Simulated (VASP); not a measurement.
# Mo2C (P6/mmm) in VASP: notebook, part 2 of 2

VASP 6.6.1. Earlier steps stand in the parts before.

## Step 3: Relaxation of cell and atoms, LDA

This run uses another cell than the first one, of 10.31 Å³/atom.

File INCAR:

```
SYSTEM = Mo2C
ALGO     = Normal         ! electronic algorithm
EDIFF    = 1E-6           ! SCF threshold, eV
EDIFFG   = -0.01          ! ionic threshold
ENCUT    = 600            ! plane-wave cutoff, eV
IBRION   = 2              ! ionic algorithm
ISIF     = 3              ! what is computed and relaxed
ISMEAR   = -1             ! smearing method
LASPH    = .TRUE.         ! aspherical terms in the spheres
LCHARG   = .FALSE.        ! write CHGCAR
LREAL    = .FALSE.        ! projectors in reciprocal space
LWAVE    = .FALSE.        ! write WAVECAR
NELM     = 100            ! most SCF steps
NSW      = 60             ! ionic steps
PREC     = Accurate       ! precision mode
SIGMA    = 0.05           ! smearing width, eV
```

File KPOINTS:

```
k-points
0
G
  7 7 6
  0 0 0
```

File POSCAR:

```
Mo2C
1.0
    3.1900000000      0.0000000000      0.0000000000
   -1.5950000000      2.7626210381      0.0000000000
    0.0000000000      0.0000000000      3.5090000000
C Mo
1 2
Direct
    0.0000000000      0.0000000000      0.0000000000
    0.3333333333      0.6666666667      0.5000000000
    0.6666666667      0.3333333333      0.5000000000
```

Potentials or basis: VASP PAW LDA potentials, release 64 (C, Mo_sv).

Command:

```sh
$ cat potpaw_LDA.64/C/POTCAR potpaw_LDA.64/Mo_sv/POTCAR > POTCAR
$ mpirun -np 1 vasp_std > vasp.out
```

OUTCAR:

```text
SYSTEM = Mo2C
   EDIFF = 1E-6
   EDIFFG = -0.01
   ENCUT = 600
   IBRION = 2
   ISIF = 3
   ISMEAR = -1
   LASPH = .TRUE.
   LREAL = .FALSE.
   NELM = 100
   NSW = 60
   PREC = Accurate

 ion  position               nearest neighbor table
   1  0.000  0.000  0.000-   2 2.54   3 2.54   2 2.54   3 2.54   3 2.54   3 2.54   2 2.54   2 2.54
                             3 2.54   3 2.54   2 2.54   2 2.54
   2  0.333  0.667  0.500-   3 1.84   3 1.84   3 1.84   1 2.54   1 2.54   1 2.54   1 2.54   1 2.54
                             1 2.54
   3  0.667  0.333  0.500-   2 1.84   2 1.84   2 1.84   1 2.54   1 2.54   1 2.54   1 2.54   1 2.54
                             1 2.54

  LATTYP: Found a hexagonal cell.
 ALAT       =     3.1900000000
 C/A-ratio  =     1.1000000000

  Lattice vectors:

 A1 = (   3.1900000000,   0.0000000000,   0.0000000000)
 A2 = (  -1.5950000000,   2.7626210381,   0.0000000000)
 A3 = (   0.0000000000,   0.0000000000,   3.5090000000)

Analysis of symmetry for initial positions (statically):
=====================================================================
 Subroutine PRICEL returns:
 Original cell was already a primitive cell.

 Routine SETGRP: Setting up the symmetry group for a
 hexagonal supercell.

 Subroutine GETGRP returns: Found 24 space group operations
 (whereof 24 operations were pure point group operations)
 out of a pool of 24 trial point group operations.

The static configuration has the point symmetry D_6h.

Analysis of symmetry for dynamics (positions and initial velocities):
=====================================================================
 Subroutine PRICEL returns:
 Original cell was already a primitive cell.

 Routine SETGRP: Setting up the symmetry group for a
 hexagonal supercell.

 Subroutine GETGRP returns: Found 24 space group operations
 (whereof 24 operations were pure point group operations)
 out of a pool of 24 trial point group operations.

The dynamic configuration has the point symmetry D_6h.

 Subroutine INISYM returns: Found 24 space group operations
 (whereof 24 operations are pure point group operations),
 and found     1 'primitive' translations

----------------------------------------------------------------------------------------

                                     Primitive cell

  volume of cell :      30.9240

  direct lattice vectors                    reciprocal lattice vectors
     3.190000000  0.000000000  0.000000000     0.313479624  0.180987545  0.000000000
    -1.595000000  2.762621038  0.000000000     0.000000000  0.361975090  0.000000000
     0.000000000  0.000000000  3.509000000     0.000000000  0.000000000  0.284981476

  length of vectors
     3.190000000  3.190000000  3.509000000     0.361975090  0.361975090  0.284981476

  position of ions in fractional coordinates (direct lattice)
     0.000000000  0.000000000  0.000000000
     0.333333333  0.666666667  0.500000000
     0.666666667  0.333333333  0.500000000

  ion indices of the primitive-cell ions
   primitive index   ion index
                 1           1
                 2           2
                 3           3

----------------------------------------------------------------------------------------

 KPOINTS: k-points

Automatic generation of k-mesh.
 Grid dimensions read from file:
 generate k-points for:    7    7    6

 Generating k-lattice:

  Cartesian coordinates                     Fractional coordinates (reciprocal lattice)
     0.044782803  0.025855364  0.000000000     0.142857143  0.000000000  0.000000000
     0.000000000  0.051710727  0.000000000     0.000000000  0.142857143  0.000000000
     0.000000000  0.000000000  0.047496913     0.000000000  0.000000000  0.166666667

  Length of vectors
     0.051710727  0.051710727  0.047496913

  Shift w.r.t. Gamma in fractional coordinates (k-lattice)
     0.000000000  0.000000000  0.000000000

 Subroutine IBZKPT returns following result:
 ===========================================

 Found     32 irreducible k-points:

 Following reciprocal coordinates:
            Coordinates               Weight
  0.000000  0.000000  0.000000      1.000000
  0.142857  0.000000  0.000000      6.000000
  0.285714  0.000000  0.000000      6.000000
  0.428571  0.000000  0.000000      6.000000
  0.142857  0.142857  0.000000      6.000000
  0.285714  0.142857  0.000000     12.000000
[... 16 lines left out ...]
  0.428571  0.142857  0.333333     12.000000
  0.285714  0.285714  0.333333     12.000000
 [... further k-points ...]
   k-points           NKPTS =     32   k-points in BZ     NKDIM =     32   number of bands    NBANDS=     20
   number of dos      NEDOS =    301   number of ions     NIONS =      3
   total plane-waves  NPLWV =  21952
   dimension x,y,z NGX =    28 NGY =   28 NGZ =   28
   dimension x,y,z NGXF=    56 NGYF=   56 NGZF=   56
   ions per type =               1   2
   NGX,Y,Z   is equivalent  to a cutoff of  14.59, 14.59, 13.27 a.u.
   NGXF,Y,Z  is equivalent  to a cutoff of  29.18, 29.18, 26.53 a.u.
 SYSTEM =  Mo2C
   PREC   = accura    normal or accurate (medium, high low for compatibility)
   ISTART =      0    job   : 0-new  1-cont  2-samecut
   ICHARG =      2    charge: 1-file 2-atom 10-const
   ISPIN  =      1    spin polarized calculation?
   LNONCOLLINEAR =      F non collinear calculations
   LSORBIT =      F    spin-orbit coupling
   LASPH  =      T    aspherical Exc in radial PAW
   ENCUT  =  600.0 eV  44.10 Ry    6.64 a.u.   6.37  6.37  7.01*2*pi/ulx,y,z
   NELM   =    100;   NELMIN=  2; NELMDL= -5     # of ELM steps
   EDIFF  = 0.1E-05   stopping-criterion for ELM
   LREAL  =      F    real-space projection
   EDIFFG = -.1E-01   stopping-criterion for IOM
   NSW    =     60    number of steps for IOM
   IBRION =      2    ionic relax: 0-MD 1-quasi-New 2-CG
   NFREE  =      1    steps in history (QN), initial steepest desc. (CG)
   ISIF   =      3    stress and relaxation
   ISYM   =      2    0-nonsym 1-usesym 2-fastsym
   POTIM  = 0.5000    time-step for ionic-motion
   TEBEG  =    0.0;   TEEND  =   0.0 temperature during run
   PSTRESS=    0.0 pullay stress
   NELECT =      32.0000    total number of electrons
   NUPDOWN=      -1.0000    fix difference up-down
   EMIN   =  10.00;   EMAX   =-10.00  energy-range for DOS
   EFERMI =   0.00;   METHOD = LEGACY
   ISMEAR =    -1;   SIGMA  =   0.05  broadening in eV -4-tet -1-fermi 0-gaus
   EFERMI_NEDOS =   21; number of points for ismear=-14 and -15
   IALGO  =     38    algorithm
   IMIX   =      4    mixing-type and parameters
     AMIX     =   0.40;   BMIX     =  1.00
     AMIX_MAG =   1.60;   BMIX_MAG =  1.00
  volume/ion in A,a.u.               =      10.31        69.56
  Fermi-wavevector in a.u.,A,eV,Ry     =   1.655870  3.129142 37.305911  2.741907
  Thomas-Fermi vector in A             =   2.743892
   LORBIT       =      0    0 simple, 1 ext, 2 COOP (PROOUT), +10 PAW based schemes
   GGA     = CA    functional components
   LHFCALC =     F    Hartree Fock is set to
   AEXX    =    0.0000 exact exchange contribution
   IVDW    =     0    specifies the selected vdW correction
   LEPSILON=     F    determine dielectric tensor
   LRPA    =     F    only Hartree local field effects (RPA)
 conjugate gradient relaxation of ions
 non-spin polarized calculation
  energy-cutoff  :      600.00
  volume of cell :       30.92
 maximum number of plane-waves:      1044
 NGX is ok and might be reduce to    28
   NGX = 13   NGY = 13   NGZ = 15

--------------------------------------- Ionic step        1  -------------------------------------------

 number of electron      32.0000005 magnetization

 Free energy of the ion-electron system (eV)
  ---------------------------------------------------
  ext. energy  EPLUGINS =         0.00000000
  ---------------------------------------------------
  free energy    TOTEN  =       -14.99120959 eV

  energy without entropy =      -14.97633342  energy(sigma->0) =      -14.98377151

------------------------ aborting loop because EDIFF is reached ----------------------------------------

  FORCE on cell =-STRESS in cart. coord.  units (eV):
  Direction    XX          YY          ZZ          XY          YZ          ZX
  --------------------------------------------------------------------------------------
  -------------------------------------------------------------------------------------
  Total       67.8181057     67.8181057      0.8746823      0.0000000     -0.0000000     -0.0000000
  in kB     3513.6691968   3513.6691968     45.3174600      0.0000000     -0.0000000     -0.0000000
  external PRESSURE =    2357.5519512 kB  Pullay stress =       0.0000000 kB
[... 1215 lines left out ...]
     19      11.8725      0.00000
     20      12.2724      0.00000

 [... further k-points ...]

[... ionic steps 4 to 17 ...]

--------------------------------------- Ionic step       18  -------------------------------------------

 number of electron      32.0000005 magnetization

------------------------ aborting loop because EDIFF is reached ----------------------------------------
[... 69 lines left out ...]
--------------------------------------- Ionic step       20  -------------------------------------------

 number of electron      32.0000005 magnetization

 Free energy of the ion-electron system (eV)
  ---------------------------------------------------
  ext. energy  EPLUGINS =         0.00000000
  ---------------------------------------------------
  free energy    TOTEN  =       -28.38686376 eV

  energy without entropy =      -28.36651788  energy(sigma->0) =      -28.37669082

 E-fermi :  11.3674     XC(G=0): -13.3080

 val. band max:       11.3363069172   @ k =   0.2857   0.0000   0.3333
 cond. band min:      11.3710949901   @ k =   0.1429   0.0000   0.1667
 fundamental gap:      0.0347880728
 Fermi energy:        11.3673978714
[... 582 lines left out ...]
  FREE ENERGIE OF THE ION-ELECTRON SYSTEM (eV)
  ---------------------------------------------------
  free  energy   TOTEN  =       -28.3868637643 eV

  energy  without entropy=      -28.3665178799  energy(sigma->0) =      -28.37669082

 reached required accuracy - stopping structural energy minimisation
```

Wall time 9.2 min (1 thread of Intel Xeon 8259CL, shared host); peak memory 0.17 GiB.

Results:

```yaml
Free_energy: -28.3869 eV
Relaxed_volume: 12.92 Å³/atom
Relaxed_cell: a = 4.142 Å, b = 4.142 Å, c = 2.608 Å, α = 90.00°, β = 90.00°, γ = 120.00°
Space_group_after_relaxing_to_0.1_Å: P6/mmm (No. 191)
Pressure_after_relaxing: 0.0 GPa
Band_gap_on_the_k_mesh: zero (bands 16 and 17 overlap by 1.07 eV)
```

Final structure:
```
CELL_PARAMETERS angstrom
4.14173 0.00000 0.00000
-2.07087 3.58685 0.00000
0.00000 0.00000 2.60823
ATOMIC_POSITIONS crystal
C 0.00000 0.00000 0.00000
Mo 0.33333 0.66667 0.50000
Mo 0.66667 0.33333 0.50000
```

Levels at points of the mesh, in eV from the Fermi level:
```csv
k point,band 14,band 15,band 16,band 17,band 18,band 19
"(0.00, 0.00, 0.00)",-0.81,-0.81,0.39,0.61,0.61,2.43
"(0.00, 0.00, 0.50)",-3.08,-0.54,-0.54,0.12,0.12,1.60
```

Caveat: the volume moved by over 15 % at a fixed basis, so the end points are rough.
